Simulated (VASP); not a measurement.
# KRb2Tl6V (Fm-3m) in VASP: single point with r2SCAN

Aim: the single point of KRb2Tl6V with r2SCAN.

Everything below comes from runs of VASP 6.6.1. Logs are shortened: lines on timing, memory, paths and dates and some standing lists are left out, and cuts for length are marked.

## Step 1: The cell of the first run

The structure is cubic, space group Fm-3m (No. 225). The conventional cell has a = 10.410 Å, b = 10.410 Å, c = 10.410 Å, α = 90.00°, β = 90.00°, γ = 90.00°. Rb (site symmetry -43m) has 12 Tl at 3.69 Å and 4 K at 4.51 Å and 4 V at 4.51 Å within 4.9 Å. Within 3.8 Å of K (site symmetry m-3m) lie 6 Tl at 2.91 Å. Tl (site symmetry 4mm) has 1 V at 2.29 Å and 1 K at 2.91 Å within 3.0 Å. V (site symmetry m-3m) has 6 Tl at 2.29 Å within 3.0 Å.

## Step 2: Single point, r2SCAN

Contents of POSCAR:

```
KRb2Tl6V
1.0
    0.0000000000      5.2052050000      5.2052050000
    5.2052050000      0.0000000000      5.2052050000
    5.2052050000      5.2052050000      0.0000000000
Rb K Tl V
2 1 6 1
Direct
    0.2500000000      0.2500000000      0.2500000000
    0.7500000000      0.7500000000      0.7500000000
    0.5000000000      0.5000000000      0.5000000000
    0.7800000000      0.2200000000      0.2200000000
    0.2200000000      0.7800000000      0.2200000000
    0.2200000000      0.7800000000      0.7800000000
    0.7800000000      0.2200000000      0.7800000000
    0.2200000000      0.2200000000      0.7800000000
    0.7800000000      0.7800000000      0.2200000000
    0.0000000000      0.0000000000      0.0000000000
```

Contents of INCAR.step1:

```
SYSTEM = KRb2Tl6V
ALGO = Normal ; EDIFF = 1E-4
ENCUT = 520 ; GGA = PE
ISMEAR = -1 ; LASPH = .TRUE.
LCHARG = .FALSE. ; LREAL = .FALSE.
LWAVE = .TRUE. ; NBANDS = 70
NELM = 100 ; PREC = Accurate
SIGMA = 0.0135
```

Contents of INCAR.step2:

```
SYSTEM = KRb2Tl6V
ALGO = Normal ; EDIFF = 1E-6
ENCUT = 520 ; ISIF = 2
ISMEAR = -1 ; ISTART = 1
LASPH = .TRUE. ; LCHARG = .TRUE.
LELF = .TRUE. ; LMIXTAU = .TRUE.
LREAL = .FALSE. ; LVHAR = .TRUE.
LWAVE = .FALSE. ; METAGGA = R2SCAN
NBANDS = 70 ; NELM = 100
PREC = Accurate ; SIGMA = 0.0135
```

Contents of KPOINTS:

```
k-points
0
G
  6 6 6
  0 0 0
```

Potentials or basis: VASP PAW PBE potentials, release 64 (Rb_sv, K_sv, Tl_d, V_sv).

Run with:

```
> cat potpaw_PBE.64/Rb_sv/POTCAR potpaw_PBE.64/K_sv/POTCAR potpaw_PBE.64/Tl_d/POTCAR potpaw_PBE.64/V_sv/POTCAR > POTCAR
> cp INCAR.step1 INCAR
> mpirun -np 1 vasp_std > vasp.out
> cp INCAR.step2 INCAR
> mpirun -np 1 vasp_std > vasp.out
```

OUTCAR:

```text
SYSTEM = KRb2Tl6V
   EDIFF = 1E-6
   ENCUT = 520
   ISIF = 2
   ISMEAR = -1
   ISTART = 1
   LASPH = .TRUE.
   LREAL = .FALSE.
   METAGGA = R2SCAN
   NELM = 100
   PREC = Accurate

 ion  position               nearest neighbor table
   1  0.250  0.250  0.250-   4 3.69   7 3.69   9 3.69   5 3.69   6 3.69   9 3.69   6 3.69   7 3.69
                             8 3.69   4 3.69   5 3.69   8 3.69   3 4.51   3 4.51   3 4.51   3 4.51
   2  0.750  0.750  0.750-   6 3.69   7 3.69   9 3.69   4 3.69   5 3.69   9 3.69   4 3.69   7 3.69
                             8 3.69   5 3.69   6 3.69   8 3.69   3 4.51   3 4.51   3 4.51   3 4.51
   3  0.500  0.500  0.500-   4 2.91   5 2.91   6 2.91   7 2.91   8 2.91   9 2.91   1 4.51   2 4.51
                             1 4.51   1 4.51   1 4.51   2 4.51   2 4.51   2 4.51
   4  0.780  0.220  0.220-  10 2.29   3 2.91   7 3.24   8 3.24   9 3.24   5 3.24   2 3.69   2 3.69
                             1 3.69   1 3.69   9 4.12   5 4.12   8 4.12   7 4.12
   5  0.220  0.780  0.220-  10 2.29   3 2.91   6 3.24   8 3.24   9 3.24   4 3.24   2 3.69   2 3.69
                             1 3.69   1 3.69   6 4.12   4 4.12   8 4.12   9 4.12
   6  0.220  0.780  0.780-  10 2.29   3 2.91   7 3.24   8 3.24   9 3.24   5 3.24   2 3.69   2 3.69
                             1 3.69   1 3.69   7 4.12   5 4.12   9 4.12   8 4.12
   7  0.780  0.220  0.780-  10 2.29   3 2.91   6 3.24   8 3.24   9 3.24   4 3.24   2 3.69   2 3.69
                             1 3.69   1 3.69   4 4.12   6 4.12   9 4.12   8 4.12
   8  0.220  0.220  0.780-  10 2.29   3 2.91   5 3.24   6 3.24   7 3.24   4 3.24   2 3.69   2 3.69
                             1 3.69   1 3.69   4 4.12   7 4.12   6 4.12   5 4.12
   9  0.780  0.780  0.220-  10 2.29   3 2.91   5 3.24   6 3.24   7 3.24   4 3.24   2 3.69   2 3.69
                             1 3.69   1 3.69   4 4.12   6 4.12   7 4.12   5 4.12
  10  0.000  0.000  0.000-   4 2.29   5 2.29   6 2.29   7 2.29   8 2.29   9 2.29

  LATTYP: Found a face centered cubic cell.
 ALAT       =    10.4104100000

  Lattice vectors:

 A1 = (   0.0000000000,   5.2052050000,   5.2052050000)
 A2 = (   5.2052050000,   0.0000000000,   5.2052050000)
 A3 = (   5.2052050000,   5.2052050000,   0.0000000000)

Analysis of symmetry for initial positions (statically):
=====================================================================
 Subroutine PRICEL returns:
 Original cell was already a primitive cell.

 Routine SETGRP: Setting up the symmetry group for a
 face centered cubic supercell.

 Subroutine GETGRP returns: Found 48 space group operations
 (whereof 48 operations were pure point group operations)
 out of a pool of 48 trial point group operations.

The static configuration has the point symmetry O_h .

Analysis of symmetry for dynamics (positions and initial velocities):
=====================================================================
[... 131 lines left out ...]
   EFERMI =   0.00;   METHOD = LEGACY
   ISMEAR =    -1;   SIGMA  =   0.01  broadening in eV -4-tet -1-fermi 0-gaus
   EFERMI_NEDOS =   21; number of points for ismear=-14 and -15
   IALGO  =     38    algorithm
   IMIX   =      4    mixing-type and parameters
     AMIX     =   0.40;   BMIX     =  1.00
     AMIX_MAG =   1.60;   BMIX_MAG =  1.00
  volume/ion in A,a.u.               =      28.21       190.34
  Fermi-wavevector in a.u.,A,eV,Ry     =   1.224393  2.313768 20.397029  1.499139
  Thomas-Fermi vector in A             =   2.359470
   LORBIT       =      0    0 simple, 1 ext, 2 COOP (PROOUT), +10 PAW based schemes
   METAGGA = R2SCAN    functional components
   LHFCALC =     F    Hartree Fock is set to
   AEXX    =    0.0000 exact exchange contribution
   IVDW    =     0    specifies the selected vdW correction
   LEPSILON=     F    determine dielectric tensor
   LRPA    =     F    only Hartree local field effects (RPA)
 non-spin polarized calculation
  energy-cutoff  :      520.00
  volume of cell :      282.06
 maximum number of plane-waves:      7640
   NGX = 27   NGY = 27   NGZ = 27

 number of electron     117.9999989 magnetization

 Free energy of the ion-electron system (eV)
  ---------------------------------------------------
  ext. energy  EPLUGINS =         0.00000000
  ---------------------------------------------------
  free energy    TOTEN  =      -357.75819039 eV

  energy without entropy =     -357.75399632  energy(sigma->0) =     -357.75609336

 E-fermi :   5.2690     XC(G=0): -10.1492

 val. band max:        5.2587735081   @ k =  -0.3333   0.3333   0.0000
 cond. band min:       5.2755642578   @ k =  -0.3333   0.5000   0.1667
 fundamental gap:      0.0167907497
 Fermi energy:         5.2689996761

 k-point     1 :       0.0000    0.0000    0.0000
  band No.  band energies     occupation
      1     -60.9373      2.00000
      2     -33.9632      2.00000
      3     -33.9631      2.00000
      4     -33.9631      2.00000
      5     -26.3403      2.00000
      6     -23.5579      2.00000
[... 1157 lines left out ...]
     69       8.0863      0.00000
     70       8.7849      0.00000

------------------------ aborting loop because EDIFF is reached ----------------------------------------

  FORCE on cell =-STRESS in cart. coord.  units (eV):
  Direction    XX          YY          ZZ          XY          YZ          ZX
  --------------------------------------------------------------------------------------
  -------------------------------------------------------------------------------------
  Total       36.6241968     36.6241968     36.6241968     -0.0000000     -0.0000000      0.0000000
  in kB      208.0344127    208.0344127    208.0344127     -0.0000000     -0.0000000      0.0000000
  external PRESSURE =     208.0344127 kB  Pullay stress =       0.0000000 kB

 VOLUME and BASIS-vectors are now :
 -----------------------------------------------------------------------------
  energy-cutoff  :      520.00
  volume of cell :      282.06
      direct lattice vectors                 reciprocal lattice vectors
     0.000000000  5.205205000  5.205205000    -0.096057696  0.096057696  0.096057696
     5.205205000  0.000000000  5.205205000     0.096057696 -0.096057696  0.096057696
     5.205205000  5.205205000  0.000000000     0.096057696  0.096057696 -0.096057696

 POSITION                                       TOTAL-FORCE (eV/Angst)
 -----------------------------------------------------------------------------------
      2.60260      2.60260      2.60260        -0.000000     -0.000000     -0.000000
      7.80781      7.80781      7.80781         0.000000     -0.000000     -0.000000
      5.20521      5.20521      5.20521         0.000000      0.000000     -0.000000
      2.29029      5.20521      5.20521         4.211220      0.000000     -0.000000
      5.20521      2.29029      5.20521         0.000000      4.211220     -0.000000
      8.12012      5.20521      5.20521        -4.211220      0.000000     -0.000000
      5.20521      8.12012      5.20521         0.000000     -4.211220     -0.000000
      5.20521      5.20521      2.29029         0.000000      0.000000      4.211220
      5.20521      5.20521      8.12012         0.000000      0.000000     -4.211220
      0.00000      0.00000      0.00000         0.000000      0.000000     -0.000000
 -----------------------------------------------------------------------------------
    total drift:                                0.000000      0.000000      0.000000

  FREE ENERGIE OF THE ION-ELECTRON SYSTEM (eV)
  ---------------------------------------------------
  free  energy   TOTEN  =      -357.7581903949 eV

  energy  without entropy=     -357.7539963241  energy(sigma->0) =     -357.75609336
```

Wall time 27 min (1 thread of Intel Xeon 8259CL, shared host); peak memory 0.66 GiB.

What came out:

```yaml
Free_energy: -357.7582 eV
Pressure: 20.8 GPa
Largest_force: 4.211 eV/Å
Band_gap_on_the_k_mesh: zero (bands 59 and 60 overlap by 0.09 eV)
```

Forces on the atoms (eV/Å):
```
Rb   0.000  0.000  0.000
Rb   0.000  0.000  0.000
K    0.000  0.000  0.000
Tl   4.211  0.000  0.000
Tl   0.000  4.211  0.000
Tl  -4.211  0.000  0.000
Tl   0.000 -4.211  0.000
Tl   0.000  0.000  4.211
Tl   0.000  0.000 -4.211
V    0.000  0.000  0.000
```

Caveat: the cell stands under pressure; the PAW data sets were made with another functional, which shifts forces and pressure a little; spin-orbit coupling is left out, which moves the levels of the heavy elements.
